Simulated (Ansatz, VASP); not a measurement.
One calculation of Mo, two programs

The input INCAR:

```
  PREC = Accurate
  ENCUT = 520
  EDIFF = 1E-6
  ISMEAR = 0
  SIGMA = 0.1
  LREAL = False
  LASPH = True
  NELM = 80
  ALGO = Normal
  ISIF = 2
  LWAVE = False
  LCHARG = False
  GGA = PS
  NBANDS = 13
```

Contents of KPOINTS:

```
regular mesh
0
Gamma
  18 18 18
```

The input POSCAR:

```
Mo
1.0
   -1.6151509576      1.6151509576      1.6151509576
    1.6151509576     -1.6151509576      1.6151509576
    1.6151509576      1.6151509576     -1.6151509576
Mo
1
Direct
    0.0000000000      0.0000000000      0.0000000000
```

Input for Ansatz:

```yaml
crystal:
  lattice:
    - [-1.6151509576, 1.6151509576, 1.6151509576]
    - [1.6151509576, -1.6151509576, 1.6151509576]
    - [1.6151509576, 1.6151509576, -1.6151509576]
  atoms:
    - { symbol: Mo, position: [0.0, 0.0, 0.0] }
basis:
  ecutwfc: 420
kpoints:
  mp_grid: { grid: [18, 18, 18] }
hamiltonian:
  xc: pbesol
scf:
  occupations: { method: gaussian, width: 0.1 }
output:
  forces: true
  stress: true
  eigenvalues: true
```

Alike in both runs: task single point; functional PBEsol; k mesh 18 × 18 × 18; occupations gaussian, width 0.1 eV; no spin polarisation.

|  | VASP | Ansatz |
| --- | --- | --- |
| version | VASP 6.6.1 | Ansatz 0.2.0 |
| potentials or method | VASP PAW PBE potentials, release 64 (Mo_sv), cutoff 520 eV | scalar-relativistic, plane waves, PAW |
| valence electrons in the cell | 14 | 14 |

```csv
,VASP,Ansatz,Ansatz less VASP
gap on the k mesh at the Fermi level (eV),none,none,-
pressure (GPa),-21.4,-21.8,-0.35
```

VASP's potentials were made for PBE, not for PBEsol. A gap of «none» marks a metal or a gap that the smearing closes. The functional is the same, so the differences come from potentials, cutoffs and numerics.
